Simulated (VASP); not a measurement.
Input of a VASP 6.6.1 run:

INCAR

```
PREC = Accurate
ENCUT = 520
EDIFF = 1E-7
ISMEAR = 0
SIGMA = 0.05
LREAL = False
LASPH = True
NELM = 60
ALGO = Normal
ISIF = 2
LWAVE = False
LCHARG = True
GGA = PE
LELF = True
LVHAR = True
NBANDS = 43
```

File KPOINTS:

```
Automatic mesh
0
Gamma
  9 9 6
```

File POSCAR:

```
Si2Mo
1.0
    4.5854715599      0.0000000000      0.0000000000
   -2.2927357800      3.9711348592      0.0000000000
    0.0000000000      0.0000000000      6.5797601000
Si Mo
6 3
Direct
    0.1638729800      0.8361270200      0.8333333300
    0.3277459600      0.1638729800      0.1666666700
    0.8361270200      0.6722540400      0.5000000000
    0.8361270200      0.1638729800      0.8333333300
    0.6722540400      0.8361270200      0.1666666700
    0.1638729800      0.3277459600      0.5000000000
    0.5000000000      0.0000000000      0.5000000000
    0.0000000000      0.5000000000      0.1666666700
    0.5000000000      0.5000000000      0.8333333300
```

Potentials or basis: VASP PAW PBE potentials, release 64 (Si, Mo_sv).

Launch:

```bash
$ cat potpaw_PBE.64/Si/POTCAR potpaw_PBE.64/Mo_sv/POTCAR > POTCAR
$ mpirun -np 1 vasp_std > vasp.out
```

What does it give for the band gap on the k mesh?

0.18 eV, indirect (least direct gap 0.59 eV).

What does it give for the largest force?

0.006 eV/Å.

Estimate the pressure.

3.7 GPa.

Stress tensor (GPa, compression positive):
```
3.73 0.00 0.00
0.00 3.73 0.00
0.00 0.00 3.59
```

A k mesh can miss the band edges.
